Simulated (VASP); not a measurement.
Wanted: the native input for a VASP 6.6.1 run.

```
Task                   : single point
Functional             : PBE exchange alone
Potentials or basis    : VASP PAW PBE potentials, release 64 (Pb_d, Te)
Cutoff                 : 500 eV
k mesh                 : 7 × 7 × 7
Occupations            : fermi-dirac, width 0.05 eV
Spin                   : no spin polarisation
Dipole correction      : no
Further INCAR settings : ALGO = Normal; EDIFF = 1e-06; NBANDS = 17
```

The structure of TePb lies in POSCAR:

```
TePb
1.0
    0.0000000000      3.5114218563      3.5114218563
    3.5114218563      0.0000000000      3.5114218563
    3.5114218563      3.5114218563      0.0000000000
Pb Te
1 1
Direct
    0.0000000000      0.0000000000      0.0000000000
    0.5000000000      0.5000000000      0.5000000000
```

One way to write it, as run:

INCAR

```
SYSTEM = TePb
  AGGAC = 0.0
  ALDAC = 0.0
  ALGO = Normal
  EDIFF = 1E-6
  ENCUT = 500
  GGA = PE
  GGA_COMPAT = .False.
  ISIF = 2
  ISMEAR = -1
  LASPH = .True.
  LCHARG = .True.
  LELF = .True.
  LREAL = .False.
  LVHAR = .True.
  LWAVE = .False.
  NBANDS = 17
  NELM = 120
  PREC = Accurate
  SIGMA = 0.05
```

KPOINTS

```
k-points
0
Gamma
  7 7 7
  0 0 0
```

Potentials or basis: VASP PAW PBE potentials, release 64 (Pb_d, Te).

Run with:

```console
$ cat potpaw_PBE.64/Pb_d/POTCAR potpaw_PBE.64/Te/POTCAR > POTCAR
$ mpirun -np 1 vasp_std > vasp.out
```

It gave:

* Pressure: 0.0 GPa

It took 14 s on 1 thread of Intel(R) Xeon(R) 6975P-C (Granite Rapids) (shared host), peak memory 0.21 GiB.
